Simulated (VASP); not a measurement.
# Fe2F (Pnnm) in VASP: further runs

The runs below take Fe2F through single point, with PBE.

Program: VASP 6.6.1. These are calculated values, not measurements. Logs are shortened: lines on timing, memory, paths and dates and some standing lists are left out, and cuts for length are marked.

## (1) The cell of the first run

It takes space group Pnnm (No. 58, orthorhombic). Conventional cell: a = 4.616 Å, b = 4.756 Å, c = 3.107 Å, α = 90.00°, β = 90.00°, γ = 90.00°. Within 2.7 Å of Fe (site symmetry m) lie 3 F at 2.00 to 2.05 Å and 1 Fe at 2.66 Å. F (site symmetry 2/m) has 6 Fe at 2.00 to 2.05 Å within 2.7 Å.

## (2) Single point, PBE, collinear spin, ferromagnetic start

Contents of INCAR:

```
SYSTEM = Fe2F
  ALGO = Normal
  EDIFF = 1E-7
  ENCUT = 520
  GGA = PE
  ISIF = 2
  ISMEAR = 0
  ISPIN = 2
  LASPH = .True.
  LCHARG = .True.
  LELF = .True.
  LMAXMIX = 4
  LORBIT = 11
  LREAL = .False.
  LVHAR = .True.
  LWAVE = .False.
  MAGMOM = 4 4 4 4 0 0
  NBANDS = 36
  NELM = 150
  PREC = Accurate
  SIGMA = 0.1
```

Contents of KPOINTS:

```
k-points
0
Gamma
  4 4 6
  0 0 0
```

Contents of POSCAR:

```
Fe2F
1.0
    4.6157005086      0.0000000000      0.0000000000
    0.0000000000      4.7562426716      0.0000000000
    0.0000000000      0.0000000000      3.1067214962
Fe F
4 2
Direct
    0.2250000000      0.8250000000      0.5000000000
    0.7250000000      0.6750000000      0.0000000000
    0.7750000000      0.1750000000      0.5000000000
    0.2750000000      0.3250000000      0.0000000000
    0.5000000000      0.5000000000      0.5000000000
    0.0000000000      0.0000000000      0.0000000000
```

Potentials or basis: VASP PAW PBE potentials, release 64 (Fe, F).

The run is started by

```
> cat potpaw_PBE.64/Fe/POTCAR potpaw_PBE.64/F/POTCAR > POTCAR
> mpirun -np 1 vasp_std > vasp.out
```

OUTCAR:

```text
SYSTEM = Fe2F
   EDIFF = 1E-7
   ENCUT = 520
   GGA = PE
   ISIF = 2
   ISMEAR = 0
   ISPIN = 2
   LASPH = .True.
   LORBIT = 11
   LREAL = .False.
   NELM = 150
   PREC = Accurate

 ion  position               nearest neighbor table
   1  0.225  0.825  0.500-   5 2.00   6 2.05   6 2.05   3 2.66   4 2.85   4 2.85   4 2.85   4 2.85
                             2 2.87   2 2.87   2 2.87   2 2.87   3 3.04
   2  0.725  0.675  0.000-   6 2.00   5 2.05   5 2.05   4 2.66   3 2.85   3 2.85   3 2.85   3 2.85
                             1 2.87   1 2.87   1 2.87   1 2.87   4 3.04
   3  0.775  0.175  0.500-   5 2.00   6 2.05   6 2.05   1 2.66   2 2.85   2 2.85   2 2.85   2 2.85
                             4 2.87   4 2.87   4 2.87   4 2.87   1 3.04
   4  0.275  0.325  0.000-   6 2.00   5 2.05   5 2.05   2 2.66   1 2.85   1 2.85   1 2.85   1 2.85
                             3 2.87   3 2.87   3 2.87   3 2.87   2 3.04
   5  0.500  0.500  0.500-   1 2.00   3 2.00   2 2.05   4 2.05   2 2.05   4 2.05
   6  0.000  0.000  0.000-   2 2.00   4 2.00   3 2.05   1 2.05   1 2.05   3 2.05

  LATTYP: Found a simple orthorhombic cell.
 ALAT       =     3.1067214962
 B/A-ratio  =     1.4857142857
 C/A-ratio  =     1.5309523810

  Lattice vectors:

 A1 = (   0.0000000000,   0.0000000000,   3.1067214962)
 A2 = (   4.6157005086,   0.0000000000,   0.0000000000)
 A3 = (   0.0000000000,   4.7562426716,   0.0000000000)

Analysis of symmetry for initial positions (statically):
=====================================================================
 Subroutine PRICEL returns:
 Original cell was already a primitive cell.

 Routine SETGRP: Setting up the symmetry group for a
 simple orthorhombic supercell.

 Subroutine GETGRP returns: Found  8 space group operations
 (whereof  4 operations were pure point group operations)
 out of a pool of  8 trial point group operations.

The static configuration has the point symmetry C_2h.
 The point group associated with its full space group is D_2h.

Analysis of symmetry for dynamics (positions and initial velocities):
=====================================================================
 Subroutine PRICEL returns:
 Original cell was already a primitive cell.

 Routine SETGRP: Setting up the symmetry group for a
 simple orthorhombic supercell.

 Subroutine GETGRP returns: Found  8 space group operations
 (whereof  4 operations were pure point group operations)
 out of a pool of  8 trial point group operations.

The dynamic configuration has the point symmetry C_2h.
 The point group associated with its full space group is D_2h.

Analysis of structural, dynamic, and magnetic symmetry:
=====================================================================
 Subroutine PRICEL returns:
 Original cell was already a primitive cell.

 Routine SETGRP: Setting up the symmetry group for a
 simple orthorhombic supercell.

 Subroutine GETGRP returns: Found  8 space group operations
 (whereof  4 operations were pure point group operations)
 out of a pool of  8 trial point group operations.

The overall configuration has the point symmetry C_2h.
 The point group associated with its full space group is D_2h.

 Subroutine INISYM returns: Found  8 space group operations
 (whereof  4 operations are pure point group operations),
 and found     1 'primitive' translations

----------------------------------------------------------------------------------------

                                     Primitive cell

  volume of cell :      68.2031

  direct lattice vectors                    reciprocal lattice vectors
     4.615700509  0.000000000  0.000000000     0.216651838  0.000000000  0.000000000
     0.000000000  4.756242672  0.000000000     0.000000000  0.210249995  0.000000000
     0.000000000  0.000000000  3.106721496     0.000000000  0.000000000  0.321882731

  length of vectors
     4.615700509  4.756242672  3.106721496     0.216651838  0.210249995  0.321882731

  position of ions in fractional coordinates (direct lattice)
     0.225000000  0.825000000  0.500000000
     0.725000000  0.675000000  0.000000000
     0.775000000  0.175000000  0.500000000
     0.275000000  0.325000000  0.000000000
     0.500000000  0.500000000  0.500000000
     0.000000000  0.000000000  0.000000000

  ion indices of the primitive-cell ions
   primitive index   ion index
                 1           1
                 2           2
                 3           3
                 4           4
                 5           5
                 6           6

----------------------------------------------------------------------------------------

 KPOINTS: k-points

Automatic generation of k-mesh.
 Grid dimensions read from file:
 generate k-points for:    4    4    6

 Generating k-lattice:

  Cartesian coordinates                     Fractional coordinates (reciprocal lattice)
     0.054162960  0.000000000  0.000000000     0.250000000  0.000000000  0.000000000
     0.000000000  0.052562499  0.000000000     0.000000000  0.250000000  0.000000000
     0.000000000  0.000000000  0.053647122     0.000000000  0.000000000  0.166666667

  Length of vectors
     0.054162960  0.052562499  0.053647122

  Shift w.r.t. Gamma in fractional coordinates (k-lattice)
     0.000000000  0.000000000  0.000000000

 Subroutine IBZKPT returns following result:
 ===========================================

 Found     36 irreducible k-points:

 Following reciprocal coordinates:
            Coordinates               Weight
  0.000000  0.000000  0.000000      1.000000
  0.250000  0.000000  0.000000      2.000000
  0.500000  0.000000  0.000000      1.000000
  0.000000  0.250000  0.000000      2.000000
  0.250000  0.250000  0.000000      4.000000
  0.500000  0.250000  0.000000      2.000000
[... 16 lines left out ...]
  0.250000  0.250000  0.333333      8.000000
  0.500000  0.250000  0.333333      4.000000
 [... further k-points ...]
   k-points           NKPTS =     36   k-points in BZ     NKDIM =     36   number of bands    NBANDS=     36
   number of dos      NEDOS =    301   number of ions     NIONS =      6
   total plane-waves  NPLWV =  31104
   dimension x,y,z NGX =    36 NGY =   36 NGZ =   24
   dimension x,y,z NGXF=    72 NGYF=   72 NGZF=   48
   ions per type =               4   2
[... 20 lines left out ...]
   POTIM  = 0.5000    time-step for ionic-motion
   TEBEG  =    0.0;   TEEND  =   0.0 temperature during run
   PSTRESS=    0.0 pullay stress
   NELECT =      46.0000    total number of electrons
   NUPDOWN=      -1.0000    fix difference up-down
   EMIN   =  10.00;   EMAX   =-10.00  energy-range for DOS
   EFERMI =   0.00;   METHOD = LEGACY
   ISMEAR =     0;   SIGMA  =   0.10  broadening in eV -4-tet -1-fermi 0-gaus
   EFERMI_NEDOS =   21; number of points for ismear=-14 and -15
   IALGO  =     38    algorithm
   IMIX   =      4    mixing-type and parameters
     AMIX     =   0.40;   BMIX     =  1.00
     AMIX_MAG =   1.60;   BMIX_MAG =  1.00
  volume/ion in A,a.u.               =      11.37        76.71
  Fermi-wavevector in a.u.,A,eV,Ry     =   1.435686  2.713053 28.044250  2.061194
  Thomas-Fermi vector in A             =   2.554957
   LORBIT       =     11    0 simple, 1 ext, 2 COOP (PROOUT), +10 PAW based schemes
   GGA     = PE    functional components
   LHFCALC =     F    Hartree Fock is set to
   AEXX    =    0.0000 exact exchange contribution
   IVDW    =     0    specifies the selected vdW correction
   LEPSILON=     F    determine dielectric tensor
   LRPA    =     F    only Hartree local field effects (RPA)
 spin polarized calculation
 Gauss-broadening in eV      SIGMA  =   0.10
  energy-cutoff  :      520.00
  volume of cell :       68.20
 maximum number of plane-waves:      1859
 NGX is ok and might be reduce to    36
   NGX = 17   NGY = 17   NGZ = 11

 number of electron      45.9999981 magnetization      11.8987677

 Free energy of the ion-electron system (eV)
  ---------------------------------------------------
  ext. energy  EPLUGINS =         0.00000000
  ---------------------------------------------------
  free energy    TOTEN  =       -35.26704596 eV

  energy without entropy =      -35.24088560  energy(sigma->0) =      -35.25396578

 E-fermi :   5.9699     XC(G=0): -12.0148

 val. band max:        5.9644410314   @ k =   0.2500   0.5000   0.1667
 cond. band min:       5.9713651063   @ k =   0.0000   0.0000   0.5000
 fundamental gap:      0.0069240750
 Fermi energy:         5.9699193605

 spin component 1

 k-point     1 :       0.0000    0.0000    0.0000
  band No.  band energies     occupation
      1     -22.2214      1.00000
      2     -21.9950      1.00000
      3      -4.7318      1.00000
      4      -4.6042      1.00000
      5      -4.3789      1.00000
      6      -3.9811      1.00000
[... 27 lines left out ...]
     34      14.4768      0.00000
     35      14.5999      0.00000

 k-point     2 :       0.2500    0.0000    0.0000
  band No.  band energies     occupation
      1     -22.1869      1.00000
      2     -22.0270      1.00000
      3      -4.6891      1.00000
      4      -4.5236      1.00000
      5      -4.2888      1.00000
      6      -4.1519      1.00000
[... 828 lines left out ...]
 k-point    24 :       0.5000    0.2500    0.3333
  band No.  band energies     occupation
      1     -22.0325      1.00000
      2     -22.0325      1.00000
      3      -4.8468      1.00000
      4      -4.8468      1.00000
      5      -4.2075      1.00000
      6      -4.2075      1.00000
[... 27 lines left out ...]
     34      11.0756      0.00000
     35      14.5002      0.00000

 [... further k-points ...]

 spin component 2

 k-point     1 :       0.0000    0.0000    0.0000
  band No.  band energies     occupation
      1     -21.9547      1.00000
      2     -21.7280      1.00000
      3      -4.3232      1.00000
      4      -4.2526      1.00000
      5      -3.7997      1.00000
      6      -3.5825      1.00000
[... 27 lines left out ...]
     34      15.1431      0.00000
     35      15.5949      0.00000

 k-point     2 :       0.2500    0.0000    0.0000
  band No.  band energies     occupation
      1     -21.9201      1.00000
      2     -21.7600      1.00000
      3      -4.2941      1.00000
      4      -4.1632      1.00000
      5      -3.7656      1.00000
      6      -3.7314      1.00000
[... 828 lines left out ...]
 k-point    24 :       0.5000    0.2500    0.3333
  band No.  band energies     occupation
      1     -21.7637      1.00000
      2     -21.7637      1.00000
      3      -4.4300      1.00000
      4      -4.4300      1.00000
      5      -3.8537      1.00000
      6      -3.8537      1.00000
[... 27 lines left out ...]
     34      12.1312      0.00000
     35      15.2276      0.00000

 [... further k-points ...]

 [bands above 35 left out]

------------------------ aborting loop because EDIFF is reached ----------------------------------------

  FORCE on cell =-STRESS in cart. coord.  units (eV):
  Direction    XX          YY          ZZ          XY          YZ          ZX
  --------------------------------------------------------------------------------------
  -------------------------------------------------------------------------------------
  Total        6.5250324      6.8050115      9.7033245     -0.0000000      0.0000000      0.0000000
  in kB      153.2813467    159.8584138    227.9434865     -0.0000000      0.0000000      0.0000000
  external PRESSURE =     180.3610823 kB  Pullay stress =       0.0000000 kB

 VOLUME and BASIS-vectors are now :
 -----------------------------------------------------------------------------
  energy-cutoff  :      520.00
  volume of cell :       68.20
      direct lattice vectors                 reciprocal lattice vectors
     4.615700509  0.000000000  0.000000000     0.216651838  0.000000000  0.000000000
     0.000000000  4.756242672  0.000000000     0.000000000  0.210249995  0.000000000
     0.000000000  0.000000000  3.106721496     0.000000000  0.000000000  0.321882731

 POSITION                                       TOTAL-FORCE (eV/Angst)
 -----------------------------------------------------------------------------------
      1.03853      3.92390      1.55336         0.736918     -0.072040      0.000000
      3.34638      3.21046      0.00000         0.736918      0.072040      0.000000
      3.57717      0.83234      1.55336        -0.736918      0.072040      0.000000
      1.26932      1.54578      0.00000        -0.736918     -0.072040      0.000000
      2.30785      2.37812      1.55336         0.000000      0.000000      0.000000
      0.00000      0.00000      0.00000         0.000000      0.000000      0.000000
 -----------------------------------------------------------------------------------
    total drift:                               -0.000000      0.000000      0.000000

  FREE ENERGIE OF THE ION-ELECTRON SYSTEM (eV)
  ---------------------------------------------------
  free  energy   TOTEN  =       -35.2670459564 eV

  energy  without entropy=      -35.2408856035  energy(sigma->0) =      -35.25396578

 total charge

# of ion       s       p       d       tot
------------------------------------------
    1        0.332   0.336   6.260   6.927
    2        0.332   0.336   6.260   6.927
    3        0.332   0.336   6.260   6.927
    4        0.332   0.336   6.260   6.927
    5        1.763   4.380   0.000   6.143
    6        1.763   4.380   0.000   6.143
--------------------------------------------------
tot          4.853  10.104  25.038  39.995

 magnetization (x)

# of ion       s       p       d       tot
------------------------------------------
    1        0.003  -0.023   2.973   2.954
    2        0.003  -0.023   2.973   2.954
    3        0.003  -0.023   2.973   2.954
    4        0.003  -0.023   2.973   2.954
    5        0.020   0.109   0.000   0.129
    6        0.020   0.109   0.000   0.129
--------------------------------------------------
tot          0.053   0.126  11.894  12.073
```

It took 4.9 min on 1 thread of Intel Xeon 8259CL, shared host; peak memory 0.28 GiB.

What came out:

- Free energy: -35.2670 eV
- Pressure: 18.0 GPa
- Largest force: 0.740 eV/Å
- Net moment: 11.90 μB per cell
- Site moments: Fe +2.95; F +0.13 μB
- Valence electrons inside the program's atomic spheres: Fe 6.93; F 6.14

Forces in eV/Å, atoms in the order of the input:
```
Fe   0.737 -0.072  0.000
Fe   0.737  0.072  0.000
Fe  -0.737  0.072  0.000
Fe  -0.737 -0.072  0.000
F    0.000  0.000  0.000
F    0.000  0.000  0.000
```

Stress tensor (GPa, compression positive):
```
15.33  0.00  0.00
 0.00 15.99  0.00
 0.00  0.00 22.79
```

Caveat: the stress differs along the axes, from 15 to 23 GPa; the run started ferromagnetic, and an antiferromagnetic order may lie lower in energy. With open d or f shells a metallic result of PBE can be an artefact of self-interaction; +U or a hybrid may open a gap.

## (3) Single point, PBE, collinear spin, ferromagnetic start

This run uses another cell than the first one, of 12.30 Å³/atom.

Contents of INCAR:

```
ALGO     = Normal         # electronic algorithm
EDIFF    = 1E-6           # SCF threshold, eV
ENCUT    = 520            # plane-wave cutoff, eV
GGA      = PE             # functional
ISIF     = 2              # what is computed and relaxed
ISMEAR   = 0              # smearing method
ISPIN    = 2              # spin polarisation
LASPH    = True           # aspherical terms in the spheres
LCHARG   = True           # write CHGCAR
LELF     = True           # ELF
LMAXMIX  = 4              # l up to which the mixer works
LORBIT   = 11             # projections on sites
LREAL    = False          # projectors in reciprocal space
LVHAR    = True         
LWAVE    = False          # write WAVECAR
MAGMOM   = 3.05 3.05 3.05 3.05 0.15 0.15 # initial moments
NBANDS   = 36             # bands
NELM     = 150            # most SCF steps
PREC     = Accurate       # precision mode
SIGMA    = 0.1            # smearing width, eV
```

Contents of KPOINTS:

```
k-points
0
Gamma
  4 4 6
```

Contents of POSCAR:

```
Fe2F
1.0
    5.2974295865      0.0000000000      0.0000000000
    0.0000000000      5.4141982487      0.0000000000
    0.0000000000      0.0000000000      2.5721618350
Fe F
4 2
Direct
    0.3232912037      0.8659058599      0.5000000000
    0.8232912037      0.6340941401      0.0000000000
    0.6767087963      0.1340941401      0.5000000000
    0.1767087963      0.3659058599      0.0000000000
    0.5000000000      0.5000000000      0.5000000000
    0.0000000000      0.0000000000      0.0000000000
```

Potentials or basis: VASP PAW PBE potentials, release 64 (Fe, F).

The run is started by

```
> cat potpaw_PBE.64/Fe/POTCAR potpaw_PBE.64/F/POTCAR > POTCAR
> mpirun -np 1 vasp_std > vasp.out
```

It took 4.5 min on 1 thread of Intel Xeon 8259CL, shared host; peak memory 0.29 GiB.

It converged, with:

* Free energy: -37.7150 eV
* Pressure: -0.5 GPa
* Largest force: 0.053 eV/Å
* Net moment: 12.53 μB per cell
* Site moments: Fe +3.06; F +0.12 μB
* Valence electrons inside the program's atomic spheres: Fe 6.83; F 6.07

Forces in eV/Å, atoms in the order of the input:
```
Fe   0.032  0.043  0.000
Fe   0.032 -0.043  0.000
Fe  -0.032 -0.043  0.000
Fe  -0.032  0.043  0.000
F    0.000  0.000  0.000
F    0.000  0.000  0.000
```

Stress tensor (GPa, compression positive):
```
-0.64  0.00  0.00
 0.00 -0.43  0.00
 0.00  0.00 -0.38
```

Levels at points of the mesh, in eV from the Fermi level:
Spin up:
| k point | band 26 | band 27 | band 28 | band 29 | band 30 | band 31 | band 32 | band 33 | band 34 | band 35 |
| --- | --- | --- | --- | --- | --- | --- | --- | --- | --- | --- |
| (0.00, 0.00, 0.00) | -1.79 | -1.79 | -1.69 | -1.67 | -1.57 | 2.32 | 2.91 | 4.27 | 5.10 | 7.47 |
| (0.50, 0.00, 0.00) | -2.08 | -1.68 | -1.68 | -1.55 | -1.55 | 2.22 | 2.22 | 3.82 | 3.82 | 9.38 |
| (0.00, 0.50, 0.00) | -2.03 | -1.76 | -1.76 | -1.74 | -1.74 | 2.55 | 2.55 | 3.77 | 3.77 | 8.90 |
| (0.50, 0.50, 0.00) | -2.02 | -1.70 | -1.70 | -0.80 | -0.80 | -0.43 | -0.43 | 7.61 | 7.61 | 8.10 |
| (0.00, 0.00, 0.50) | -1.81 | -0.99 | -0.99 | 1.55 | 1.55 | 5.00 | 5.00 | 5.19 | 5.19 | 6.46 |
| (0.50, 0.00, 0.50) | -1.80 | -0.95 | -0.95 | 2.71 | 2.71 | 2.88 | 2.88 | 5.93 | 5.93 | 7.77 |
| (0.00, 0.50, 0.50) | -1.51 | -1.17 | -1.17 | 1.42 | 1.42 | 3.81 | 3.81 | 6.68 | 6.68 | 7.39 |
| (0.50, 0.50, 0.50) | -1.64 | -0.98 | -0.98 | 2.01 | 2.01 | 4.33 | 4.33 | 4.47 | 4.47 | 6.71 |
Spin down:
```csv
k point,band 12,band 13,band 14,band 15,band 16,band 17,band 18,band 19,band 20,band 21
"(0.00, 0.00, 0.00)",-1.68,-1.45,-1.42,-1.21,-0.88,-0.82,-0.18,0.54,0.65,0.78
"(0.50, 0.00, 0.00)",-1.95,-1.60,-1.60,-1.26,-1.26,-0.05,-0.05,0.66,0.66,0.73
"(0.00, 0.50, 0.00)",-1.88,-1.76,-1.76,-1.22,-1.22,0.46,0.46,0.69,0.69,0.80
"(0.50, 0.50, 0.00)",-2.54,-1.51,-1.51,-1.48,-1.48,0.58,0.58,0.82,0.82,0.86
"(0.00, 0.00, 0.50)",-1.41,-1.21,-1.21,-0.09,-0.09,-0.05,-0.05,0.47,0.47,0.81
"(0.50, 0.00, 0.50)",-1.57,-1.19,-1.19,-0.51,-0.51,0.08,0.08,0.39,0.39,0.82
"(0.00, 0.50, 0.50)",-1.41,-1.12,-1.12,-0.07,-0.07,0.13,0.13,0.69,0.69,0.75
"(0.50, 0.50, 0.50)",-1.29,-0.72,-0.72,-0.44,-0.44,-0.39,-0.39,0.87,0.87,0.87
```

Caveat: the k points lie up to 0.41 Å⁻¹ apart; the run started ferromagnetic, and an antiferromagnetic order may lie lower in energy. With open d or f shells a metallic result of PBE can be an artefact of self-interaction; +U or a hybrid may open a gap.
